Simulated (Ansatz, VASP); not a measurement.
One calculation of Si, two programs

Contents of POSCAR:

```
Si
1.0
    2.4440000000      0.0000000000      0.0000000000
   -1.2220000000      2.1165660000      0.0000000000
    0.0000000000      0.0000000000      4.1520000000
Si
2
Direct
    0.3333333333      0.6666666667      0.2500000000
    0.6666666667      0.3333333333      0.7500000000
```

INCAR.step1

```
SYSTEM = Si
PREC     = Accurate       ! precision mode
ENCUT    = 600            ! plane-wave cutoff, eV
ISMEAR   = -1             ! smearing method
SIGMA    = 0.1            ! smearing width, eV
LREAL    = .FALSE.        ! projectors in reciprocal space
LASPH    = .TRUE.         ! aspherical terms in the spheres
NELM     = 100            ! most SCF steps
GGA      = PE             ! functional
ALGO     = Normal         ! electronic algorithm
EDIFF    = 1E-4           ! SCF threshold, eV
LWAVE    = .TRUE.         ! write WAVECAR
LCHARG   = .FALSE.        ! write CHGCAR
```

Contents of INCAR.step2:

```
SYSTEM = Si
PREC     = Accurate       ! precision mode
ENCUT    = 600            ! plane-wave cutoff, eV
EDIFF    = 1E-6           ! SCF threshold, eV
ISMEAR   = -1             ! smearing method
SIGMA    = 0.1            ! smearing width, eV
LREAL    = .FALSE.        ! projectors in reciprocal space
LASPH    = .TRUE.         ! aspherical terms in the spheres
NELM     = 100            ! most SCF steps
ALGO     = Normal         ! electronic algorithm
ISIF     = 3              ! what is computed and relaxed
LWAVE    = .FALSE.        ! write WAVECAR
LCHARG   = .FALSE.        ! write CHGCAR
METAGGA  = R2SCAN         ! meta-GGA
LMIXTAU  = .TRUE.       
IBRION   = 2              ! ionic algorithm
NSW      = 100            ! ionic steps
EDIFFG   = -0.02          ! ionic threshold
ISTART   = 1
```

File KPOINTS:

```
Automatic mesh
0
G
  13 13 7
  0 0 0
```

Input for Ansatz:

```yaml
crystal:
  lattice:
    - [2.444, 0.0, 0.0]
    - [-1.222, 2.116566, 0.0]
    - [0.0, 0.0, 4.152]
  atoms:
    - { symbol: Si, position: [0.3333333333333333, 0.6666666666666666, 0.25] }
    - { symbol: Si, position: [0.6666666666666666, 0.3333333333333333, 0.75] }
basis:
  ecutwfc: 550.0
kpoints:
  mp_grid:
    grid: [13, 13, 7]
hamiltonian:
  xc: r2scan
  dispersion: none
scf:
  occupations:
    method: fermi_dirac
relax:
  f_tol: 0.02
  max_steps: 100
  cell: {}
```

Alike in both runs: task relaxation of cell and atoms; functional r2SCAN; k mesh 13 × 13 × 7; no spin polarisation.

```csv
,VASP,Ansatz
version,VASP 6.6.1,Ansatz 0.2.0
potentials or method,"VASP PAW PBE potentials, release 64 (Si), cutoff 600 eV","plane waves, PAW"
occupations,"fermi-dirac, width 0.1 eV",fermi-dirac
valence electrons in the cell,8,8
```

|  | VASP | Ansatz | Ansatz less VASP |
| --- | --- | --- | --- |
| relaxed volume (Å³/atom) | 13.72 | 13.72 | 0.000 |
| relaxed length of the cell vector where the two differ most in proportion (Å) | 4.512 | 4.598 | +0.0855 |

VASP's potentials were made for PBE, not for r2SCAN.

Noted on VASP's run: the volume moved by over 15 % at a fixed basis, so the end points are rough.
